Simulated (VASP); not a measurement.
# Cl in VASP: a series of runs

The runs below take Cl through single point, with PBE+D3(BJ).

All numbers are computed with VASP 6.6.1; they aren't measurements. Logs are shortened: lines on timing, memory, paths and dates and some standing lists are left out, and cuts for length are marked.

**1. The cell of the first run**

The cell holds a disordered packing, 16 atoms: a = 7.213 Å, b = 7.602 Å, c = 8.170 Å, α = 90.00°, β = 90.00°, γ = 90.00°.

**2. Single point, PBE+D3(BJ)**

File INCAR:

```
SYSTEM = Cl
  PREC = Accurate
  ENCUT = 400
  EDIFF = 1E-6
  ISMEAR = -1
  SIGMA = 0.02
  LREAL = .FALSE.
  LASPH = .TRUE.
  NELM = 120
  ALGO = Normal
  ISIF = 2
  LWAVE = .FALSE.
  LCHARG = .FALSE.
  GGA = PE
  IVDW = 12
  NBANDS = 70
  GGA_COMPAT = .FALSE.
```

File KPOINTS:

```
Automatic mesh
0
G
  1 1 1
  0 0 0
```

File POSCAR:

```
Cl
1.0
    7.2127380000      0.0000000000      0.0000000000
    0.0000000000      7.6024970000      0.0000000000
    0.0000000000      0.0000000000      8.1695080000
Cl
16
Direct
    0.3426438060     -0.0676488264      0.3949075024
    0.3566190814      0.2032358579      0.4046265699
    0.8671602934      0.8240713545      0.9207286412
    0.8395286228      0.7127921261      0.6997728627
    0.0244151389      0.5376917610      0.3985062503
   -0.0223632135      0.6539298865      0.1548440861
   -0.0186475649      0.1739296970      0.7214999973
   -0.0300579336      0.3493457479      0.9121724344
    0.3678908065      0.5635911464      0.7490536762
    0.4050888858      0.5754425158      1.0057398805
   -0.0966068641     -0.0227030672      0.4277368968
   -0.0823404372      0.1245248765      0.2282144775
    0.6307868108      0.1667083854      0.7727270724
    0.3560229139      0.1596317631      0.8211143192
    0.3717866918      0.5505428019      0.3926797060
    0.6743070385      0.5422165902      0.4050917142
```

Potentials or basis: VASP PAW PBE potentials, release 64 (Cl).

On the command line:

```
$ cat potpaw_PBE.64/Cl/POTCAR > POTCAR
$ mpirun -np 1 vasp_gam > vasp.out
```

OUTCAR:

```text
SYSTEM = Cl
   PREC = Accurate
   ENCUT = 400
   EDIFF = 1E-6
   ISMEAR = -1
   LREAL = .FALSE.
   LASPH = .TRUE.
   NELM = 120
   ISIF = 2
   GGA = PE
   IVDW = 12
 IVDW          = 12

 ion  position               nearest neighbor table
   1  0.343  0.932  0.395-   2 2.06
   2  0.357  0.203  0.405-   1 2.06  15 2.64
   3  0.867  0.824  0.921-   4 2.00   6 2.44
   4  0.840  0.713  0.700-   3 2.00
   5  0.024  0.538  0.399-   6 2.20  15 2.51  16 2.53
   6  0.978  0.654  0.155-   5 2.20   3 2.44
   7  0.981  0.174  0.721-   8 2.05  13 2.56
   8  0.970  0.349  0.912-   7 2.05
   9  0.368  0.564  0.749-  10 2.12
  10  0.405  0.575  0.006-   9 2.12
  11  0.903  0.977  0.428-  12 1.98
  12  0.918  0.125  0.228-  11 1.98
  13  0.631  0.167  0.773-  14 2.02   7 2.56
  14  0.356  0.160  0.821-  13 2.02
  15  0.372  0.551  0.393-  16 2.19   5 2.51   2 2.64
  16  0.674  0.542  0.405-  15 2.19   5 2.53

  LATTYP: Found a simple orthorhombic cell.
 ALAT       =     7.2127380000
 B/A-ratio  =     1.0540375929
 C/A-ratio  =     1.1326500422

  Lattice vectors:

 A1 = (   7.2127380000,   0.0000000000,   0.0000000000)
 A2 = (   0.0000000000,   7.6024970000,   0.0000000000)
 A3 = (   0.0000000000,   0.0000000000,   8.1695080000)

Analysis of symmetry for initial positions (statically):
=====================================================================
 Subroutine PRICEL returns:
 Original cell was already a primitive cell.

 Routine SETGRP: Setting up the symmetry group for a
 simple orthorhombic supercell.

 Subroutine GETGRP returns: Found  1 space group operations
 (whereof  1 operations were pure point group operations)
 out of a pool of  8 trial point group operations.

The static configuration has the point symmetry C_1 .

Analysis of symmetry for dynamics (positions and initial velocities):
=====================================================================
 Subroutine PRICEL returns:
 Original cell was already a primitive cell.

 Routine SETGRP: Setting up the symmetry group for a
 simple orthorhombic supercell.

 Subroutine GETGRP returns: Found  1 space group operations
 (whereof  1 operations were pure point group operations)
 out of a pool of  8 trial point group operations.

The dynamic configuration has the point symmetry C_1 .

 Subroutine INISYM returns: Found  1 space group operations
 (whereof  1 operations are pure point group operations),
 and found     1 'primitive' translations

[... 102 lines left out ...]
   IBRION =     -1    ionic relax: 0-MD 1-quasi-New 2-CG
   NFREE  =      0    steps in history (QN), initial steepest desc. (CG)
   ISIF   =      2    stress and relaxation
   ISYM   =      2    0-nonsym 1-usesym 2-fastsym
   POTIM  = 0.5000    time-step for ionic-motion
   TEBEG  =    0.0;   TEEND  =   0.0 temperature during run
   PSTRESS=    0.0 pullay stress
   NELECT =     112.0000    total number of electrons
   NUPDOWN=      -1.0000    fix difference up-down
   EMIN   =  10.00;   EMAX   =-10.00  energy-range for DOS
   EFERMI =   0.00;   METHOD = LEGACY
   ISMEAR =    -1;   SIGMA  =   0.02  broadening in eV -4-tet -1-fermi 0-gaus
   EFERMI_NEDOS =   21; number of points for ismear=-14 and -15
   IALGO  =     38    algorithm
   IMIX   =      4    mixing-type and parameters
     AMIX     =   0.40;   BMIX     =  1.00
     AMIX_MAG =   1.60;   BMIX_MAG =  1.00
  volume/ion in A,a.u.               =      28.00       188.94
  Fermi-wavevector in a.u.,A,eV,Ry     =   1.031328  1.948927 14.471661  1.063637
  Thomas-Fermi vector in A             =   2.165470
   LORBIT       =      0    0 simple, 1 ext, 2 COOP (PROOUT), +10 PAW based schemes
   GGA     = PE    functional components
   LHFCALC =     F    Hartree Fock is set to
   AEXX    =    0.0000 exact exchange contribution
   IVDW    =    12    specifies the selected vdW correction
   LEPSILON=     F    determine dielectric tensor
   LRPA    =     F    only Hartree local field effects (RPA)
 non-spin polarized calculation
  energy-cutoff  :      400.00
  volume of cell :      447.97
 maximum number of plane-waves:      4075
 NGX is ok and might be reduce to    48
   NGX = 23   NGY = 25   NGZ = 27

 number of electron     112.0000009 magnetization

 Free energy of the ion-electron system (eV)
  ---------------------------------------------------
  ext. energy  EPLUGINS =         0.00000000
  ---------------------------------------------------
  free energy    TOTEN  =       -30.26424407 eV

  energy without entropy =      -30.26424392  energy(sigma->0) =      -30.26424399

 E-fermi :   0.6128     XC(G=0):  -7.7738

 val. band max:        0.2924292714   @ k =   0.0000   0.0000   0.0000
 cond. band min:       0.9331064595   @ k =   0.0000   0.0000   0.0000
 fundamental gap:      0.6406771881
 Fermi energy:         0.6127703000

 k-point     1 :       0.0000    0.0000    0.0000
  band No.  band energies     occupation
      1     -17.9199      2.00000
      2     -17.2971      2.00000
      3     -17.1040      2.00000
      4     -16.9924      2.00000
      5     -16.1181      2.00000
      6     -15.8992      2.00000
[... 60 lines left out ...]
     67       7.8128      0.00000
     68       8.1947      0.00000
 [bands above 68 left out]

------------------------ aborting loop because EDIFF is reached ----------------------------------------

 Edisp (eV)   -2.51178

 E8    (eV) :    -0.8389

  FORCE on cell =-STRESS in cart. coord.  units (eV):
  Direction    XX          YY          ZZ          XY          YZ          ZX
  --------------------------------------------------------------------------------------
  -------------------------------------------------------------------------------------
  Total       2.78053     1.64678    -4.83822     0.82140    -0.56846    -1.28600
  in kB       9.94457     5.88970   -17.30390     2.93772    -2.03310    -4.59936
  external pressure =       -0.49 kB  Pullay stress =        0.00 kB

 VOLUME and BASIS-vectors are now :
 -----------------------------------------------------------------------------
  energy-cutoff  :      400.00
  volume of cell :      447.97
      direct lattice vectors                 reciprocal lattice vectors
     7.212738000  0.000000000  0.000000000     0.138643605  0.000000000  0.000000000
     0.000000000  7.602497000  0.000000000     0.000000000  0.131535731  0.000000000
     0.000000000  0.000000000  8.169508000     0.000000000  0.000000000  0.122406392

 POSITION                                       TOTAL-FORCE (eV/Angst)
 -----------------------------------------------------------------------------------
      2.47140      7.08820      3.22620         0.533946     -0.714197     -0.017364
      2.57220      1.54510      3.30560        -0.003801      0.164069     -0.256228
      6.25460      6.26500      7.52190         0.123081      0.147610      0.320260
      6.05530      5.41900      5.71680        -0.005363     -0.027265     -0.117211
      0.17610      4.08780      3.25560        -0.387512      0.003967     -0.260482
      7.05144      4.97150      1.26500        -0.070036      0.059052      0.000938
[... 8 lines left out ...]
      2.68160      4.18550      3.20800        -0.446249      0.372788      0.158032
      4.86360      4.12220      3.30940         0.692784     -0.127824      0.091513
 -----------------------------------------------------------------------------------
    total drift:                                0.000961      0.001421     -0.000688

  FREE ENERGIE OF THE ION-ELECTRON SYSTEM (eV)
  ---------------------------------------------------
  free  energy   TOTEN  =       -32.7760262030 eV

  energy  without entropy=      -32.7760260524  energy(sigma->0) =      -32.77602613
```

OSZICAR:

```text
N       E                     dE             d eps       ncg     rms          rms(c)
DAV:   1     0.108912562880E+04    0.10891E+04   -0.49101E+04   140   0.119E+03
DAV:   2     0.753858282806E+02   -0.10137E+04   -0.97626E+03   202   0.278E+02
DAV:   3    -0.299032016574E+02   -0.10529E+03   -0.10337E+03   168   0.101E+02
DAV:   4    -0.324471520162E+02   -0.25440E+01   -0.25278E+01   152   0.191E+01
DAV:   5    -0.325165922211E+02   -0.69440E-01   -0.69393E-01   168   0.309E+00    0.341E+01
DAV:   6    -0.308117281497E+02    0.17049E+01   -0.11229E+00   168   0.576E+00    0.215E+01
DAV:   7    -0.302973650959E+02    0.51436E+00   -0.30953E+00   160   0.711E+00    0.300E+00
DAV:   8    -0.302886387920E+02    0.87263E-02   -0.47979E-01   152   0.267E+00    0.238E+00
DAV:   9    -0.302675783908E+02    0.21060E-01   -0.63301E-02   160   0.941E-01    0.807E-01
DAV:  10    -0.302651638184E+02    0.24146E-02   -0.11180E-02   160   0.380E-01    0.265E-01
DAV:  11    -0.302644668081E+02    0.69701E-03   -0.12874E-03   152   0.165E-01    0.190E-01
DAV:  12    -0.302642530140E+02    0.21379E-03   -0.10055E-03   168   0.148E-01    0.569E-02
DAV:  13    -0.302642602865E+02   -0.72725E-05   -0.29723E-04   168   0.599E-02    0.578E-02
DAV:  14    -0.302642467767E+02    0.13510E-04   -0.30773E-05   152   0.199E-02    0.282E-02
DAV:  15    -0.302642445394E+02    0.22373E-05   -0.23805E-05   152   0.181E-02    0.107E-02
DAV:  16    -0.302642440690E+02    0.47041E-06   -0.27705E-06   112   0.838E-03
   1 F= -.32776026E+02 E0= -.32776026E+02  d E =-.150635E-06
```

stdout:

```text
POSCAR found type information on POSCAR Cl
 POSCAR found :  1 types and      16 ions
 scaLAPACK will be used
 LDA part: xc-table for (Slater+PW92), standard interpolation
 POSCAR, INCAR and KPOINTS ok, starting setup
 FFT: planning ... GRIDC
 FFT: planning ... GRID_SOFT
 FFT: planning ... GRID
 WAVECAR not read
 entering main loop
```

It took 64 s on 1 thread of Intel Xeon 8259CL, shared host; peak memory 0.31 GiB.

What came out:

- Free energy: -32.7760 eV
- Pressure: 0.0 GPa
- Largest force: 0.931 eV/Å
- Dispersion energy per atom: -0.157 eV

Forces on the atoms (eV/Å):
```
Cl   0.534 -0.714 -0.017
Cl  -0.004  0.164 -0.256
Cl   0.123  0.148  0.320
Cl  -0.005 -0.027 -0.117
Cl  -0.388  0.004 -0.260
Cl  -0.070  0.059  0.001
Cl   0.204  0.300  0.524
Cl   0.211  0.040  0.332
Cl   0.217  0.467  0.703
Cl  -0.124 -0.109 -0.781
Cl  -0.344 -0.201  0.396
Cl  -0.036  0.261 -0.501
Cl   0.186 -0.159 -0.314
Cl  -0.750 -0.476 -0.278
Cl  -0.446  0.373  0.158
Cl   0.693 -0.128  0.092
```

Levels at points of the mesh, in eV from the Fermi level:
| k point | band 52 | band 53 | band 54 | band 55 | band 56 | band 57 | band 58 | band 59 | band 60 | band 61 |
| --- | --- | --- | --- | --- | --- | --- | --- | --- | --- | --- |
| (0.00, 0.00, 0.00) | -0.99 | -0.68 | -0.61 | -0.52 | -0.32 | 0.32 | 1.29 | 1.62 | 1.89 | 2.16 |

Caveat: the k points lie up to 0.87 Å⁻¹ apart; the atoms stand as in a frame of molecular dynamics.

**3. Single point, PBE+D3(BJ)**

This run uses another cell than the first one, of 27.43 Å³/atom.

File INCAR:

```
SYSTEM = Cl
ALGO = Normal ; EDIFF = 1E-6
ENCUT = 400 ; GGA = PE
GGA_COMPAT = .False. ; ISIF = 2
ISMEAR = -1 ; IVDW = 12
LASPH = .True. ; LCHARG = .False.
LREAL = .False. ; LWAVE = .False.
NBANDS = 70 ; NELM = 120
PREC = Accurate ; SIGMA = 0.02
```

File KPOINTS:

```
k-points
0
Gamma
  1 1 1
  0 0 0
```

File POSCAR:

```
Cl
1.0
    7.0592450000      0.0000000000      0.0000000000
    0.0000000000      8.0339680000      0.0000000000
    0.0000000000      0.0000000000      7.7398520000
Cl
16
Direct
    0.4434610217     -0.0758404813      0.3761183030
    0.4159085001      0.1663312575      0.3499550121
    0.8804907607      0.8638944044      0.9933394075
    0.8321853116      0.7251833714      0.7678699799
    0.0734781127      0.5483716141      0.4356672453
   -0.0092644468      0.7076328907      0.2037377459
   -0.0499203527      0.1967645378      0.7819270963
   -0.0516060854      0.3479600616      1.0107945217
    0.4020259957      0.5594744714      0.7947438788
    0.4722034722      0.5319164826      1.0470613650
   -0.0498070261      0.0414116661      0.4929293222
   -0.0968800488      0.1546682785      0.2633512889
    0.6045547364      0.1683974843      0.7834645934
    0.2905976489      0.1751936279      0.7862424243
    0.4199882565      0.5417995192      0.4431221682
    0.7401499735      0.5428575269      0.4721666512
```

Potentials or basis: VASP PAW PBE potentials, release 64 (Cl).

On the command line:

```
$ cat potpaw_PBE.64/Cl/POTCAR > POTCAR
$ mpirun -np 1 vasp_gam > vasp.out
```

Run time: 67 s. Hardware: 1 thread of Intel Xeon 8259CL, shared host; peak memory 0.31 GiB.

It converged, with:

- Free energy: -33.2039 eV
- Pressure: 0.2 GPa
- Largest force: 1.234 eV/Å
- Dispersion energy per atom: -0.160 eV

Forces in eV/Å, atoms in the order of the input:
```
Cl   0.040 -1.230  0.094
Cl  -0.087  1.166  0.040
Cl  -0.157  0.134 -0.519
Cl   0.130  0.099  0.024
Cl   0.418 -0.175  0.616
Cl   0.248 -0.207 -0.001
Cl   0.016  0.347 -0.245
Cl  -0.263 -0.133 -0.336
Cl   0.129  0.118 -0.368
Cl  -0.397  0.203  0.851
Cl  -0.105 -0.999  0.322
Cl   0.346  0.522  0.106
Cl  -0.371  0.287  0.038
Cl   0.334 -0.358 -0.060
Cl  -0.198  0.337 -0.451
Cl  -0.085 -0.110 -0.112
```

Stress tensor (GPa, compression positive):
```
-0.73 -0.13 -0.15
-0.13  1.21 -1.14
-0.15 -1.14  0.20
```

Levels at points of the mesh, in eV from the Fermi level:
| k point | band 52 | band 53 | band 54 | band 55 | band 56 | band 57 | band 58 | band 59 | band 60 | band 61 |
| --- | --- | --- | --- | --- | --- | --- | --- | --- | --- | --- |
| (0.00, 0.00, 0.00) | -0.77 | -0.65 | -0.56 | -0.53 | -0.38 | 0.38 | 0.82 | 1.39 | 2.11 | 2.90 |

Caveat: the k points lie up to 0.89 Å⁻¹ apart; the atoms stand as in a frame of molecular dynamics.

**4. Single point, PBE+D3(BJ)**

This run uses another cell than the first one, of 35.03 Å³/atom.

File INCAR:

```
PREC = Accurate ; ENCUT = 400
EDIFF = 1E-6 ; ISMEAR = -1
SIGMA = 0.02 ; LREAL = False
LASPH = True ; NELM = 120
ALGO = Normal ; ISIF = 2
LWAVE = False ; LCHARG = True
GGA = PE ; IVDW = 12
LELF = True ; LVHAR = True
NBANDS = 70 ; GGA_COMPAT = False
```

File KPOINTS:

```
regular mesh
0
Gamma
  1 1 1
```

File POSCAR:

```
Cl
1.0
    8.1292860000      0.0000000000      0.0000000000
    0.0000000000      8.0631570000      0.0000000000
    0.0000000000      0.0000000000      8.5510850000
Cl
16
Direct
    0.3588507035     -0.0714732455      0.4064513451
    0.3577681976      0.1848655558      0.4011771606
    0.8363465131      0.8099805076      0.9384189258
    0.8002793849      0.7679870304      0.7036767849
   -0.0002583253      0.5820176886      0.4076558706
   -0.0169018534      0.6630405435      0.1718261484
    0.0174185039      0.2870835828      0.6445965629
   -0.0113171071      0.3230496442      0.8830458357
    0.3498585239      0.5624347883      0.7253933273
    0.4255847315      0.5661058069      0.9529317040
   -0.0307284059      0.0768805568      0.3743150723
    0.0272348642      0.1232395698      0.1409528732
    0.6091309864      0.1821370959      0.8041435677
    0.3705737503      0.1753283484      0.8584875487
    0.3799595684      0.5811495423      0.4008848000
    0.6508074633      0.5795620748      0.4155846890
```

On the command line:

```
$ cat potpaw_PBE.64/Cl/POTCAR > POTCAR
$ mpirun -np 1 vasp_gam > vasp.out
```

Run time: 92 s. Hardware: 1 thread of Intel Xeon 8259CL, shared host; peak memory 0.35 GiB.

It converged, with:

- Free energy: -31.3508 eV
- Pressure: -1.4 GPa
- Largest force: 1.078 eV/Å
- Dispersion energy per atom: -0.121 eV

Forces in eV/Å, atoms in the order of the input:
```
Cl   0.158  0.144 -0.034
Cl   0.340  0.173  0.034
Cl  -0.128  0.008 -0.715
Cl   0.194 -0.025  0.743
Cl  -0.022  0.203 -0.603
Cl  -0.016 -0.266  0.389
Cl  -0.359 -0.056  0.545
Cl   0.307 -0.090 -0.613
Cl   0.406  0.242  0.541
Cl  -0.294  0.223 -0.011
Cl   0.079  0.120 -0.889
Cl  -0.467 -0.072  0.969
Cl   0.036  0.078  0.006
Cl  -0.078 -0.323  0.053
Cl   0.464 -0.276 -0.312
Cl  -0.620 -0.083 -0.103
```

Stress tensor (GPa, compression positive):
```
-1.80  0.06  0.12
 0.06 -0.53  0.00
 0.12  0.00 -1.80
```

Levels at points of the mesh, in eV from the Fermi level:
| k point | band 52 | band 53 | band 54 | band 55 | band 56 | band 57 | band 58 | band 59 | band 60 | band 61 |
| --- | --- | --- | --- | --- | --- | --- | --- | --- | --- | --- |
| (0.00, 0.00, 0.00) | -0.79 | -0.71 | -0.66 | -0.63 | -0.54 | 0.51 | 0.92 | 1.03 | 1.84 | 2.01 |

Caveat: the k points lie up to 0.78 Å⁻¹ apart; the atoms stand as in a frame of molecular dynamics.

**5. Single point, PBE+D3(BJ)**

This run uses another cell than the first one, of 41.25 Å³/atom.

File INCAR:

```
SYSTEM = Cl
  PREC = Accurate
  ENCUT = 400
  EDIFF = 1E-6
  ISMEAR = -1
  SIGMA = 0.02
  LREAL = .FALSE.
  LASPH = .TRUE.
  NELM = 120
  ALGO = Normal
  ISIF = 2
  LWAVE = .FALSE.
  LCHARG = .TRUE.
  GGA = PE
  IVDW = 12
  LELF = .TRUE.
  LVHAR = .TRUE.
  NBANDS = 70
  GGA_COMPAT = .FALSE.
```

File KPOINTS:

```
regular mesh
0
G
  1 1 1
  0 0 0
```

File POSCAR:

```
Cl
1.0
    8.7065880000      0.0000000000      0.0000000000
    0.0000000000      8.7065880000      0.0000000000
    0.0000000000      0.0000000000      8.7065880000
Cl
16
Direct
    0.4153137378     -0.0894385710      0.4153984986
    0.4179046938      0.1450099955      0.4104301383
    0.8242546997      0.7237276972      0.9270799578
    0.8830280836      0.7063179031      0.7016715411
    0.0334245928      0.5982359902      0.4114077373
   -0.0130793238      0.6372500210      0.1816413983
    0.0375832169      0.2817461199      0.6074329186
    0.0240586476      0.2219210935      0.8351101784
    0.4003638887      0.5496827785      0.7979244678
    0.4045576203      0.5407133223      1.0309994637
   -0.0118867994      0.1156775072      0.3296473393
   -0.0226877572      0.0612155917      0.1025994115
    0.6542714723      0.1798449033      0.8425409125
    0.4267531718      0.1333711832      0.8631126962
    0.4160429912      0.5436657287      0.4147916234
    0.6491182639      0.5301264357      0.4249203171
```

On the command line:

```
$ cat potpaw_PBE.64/Cl/POTCAR > POTCAR
$ mpirun -np 1 vasp_gam > vasp.out
```

Wall time 1.8 min (1 thread of Intel Xeon 8259CL, shared host); peak memory 0.46 GiB.

The run converged. Its results:

- Free energy: -31.3576 eV
- Pressure: -1.1 GPa
- Largest force: 0.363 eV/Å
- Dispersion energy per atom: -0.097 eV

Forces on the atoms (eV/Å):
```
Cl  -0.018  0.301 -0.015
Cl   0.001 -0.261  0.009
Cl   0.161 -0.025 -0.324
Cl  -0.133  0.048  0.281
Cl   0.006 -0.053 -0.271
Cl   0.000 -0.059  0.273
Cl   0.016 -0.045  0.134
Cl   0.022  0.022 -0.117
Cl  -0.009  0.021  0.118
Cl  -0.002  0.027 -0.126
Cl  -0.008 -0.045 -0.121
Cl  -0.020 -0.019  0.176
Cl  -0.228 -0.063  0.043
Cl   0.213  0.100 -0.040
Cl   0.106 -0.010  0.001
Cl  -0.108  0.060 -0.019
```

Stress tensor (GPa, compression positive):
```
-1.14  0.03  0.03
 0.03 -0.71 -0.04
 0.03 -0.04 -1.54
```

Levels at points of the mesh, in eV from the Fermi level:
```tsv
k point	band 54	band 55	band 56	band 57	band 58	band 59
(0.00, 0.00, 0.00)	-0.59	-0.56	-0.51	1.02	1.32	1.68
```

Caveat: the k points lie up to 0.72 Å⁻¹ apart.

**6. The runs side by side**

```tsv
cell	pressure (GPa)	largest force (eV/Å)
a = 7.213, b = 7.602, c = 8.170 Å, 16 atoms, atomic positions A	0.0	0.93
a = 7.059, b = 8.034, c = 7.740 Å, 16 atoms, atomic positions B	0.2	1.23
a = 8.129, b = 8.063, c = 8.551 Å, 16 atoms, atomic positions C	-1.4	1.08
a = 8.707 Å, 16 atoms, atomic positions D	-1.1	0.36
```

Alike in all rows: task single point; level PBE+D3(BJ); potentials or basis VASP PAW PBE potentials, release 64 (Cl); no spin polarisation; k mesh 1 × 1 × 1; cutoff (eV) 400; smearing fermi-dirac 0.02 eV.

Caveats: all runs use coarse meshes; the atoms stand as in a frame of molecular dynamics (at least some runs).

Absolute energies hang on the potentials; compare differences alone.
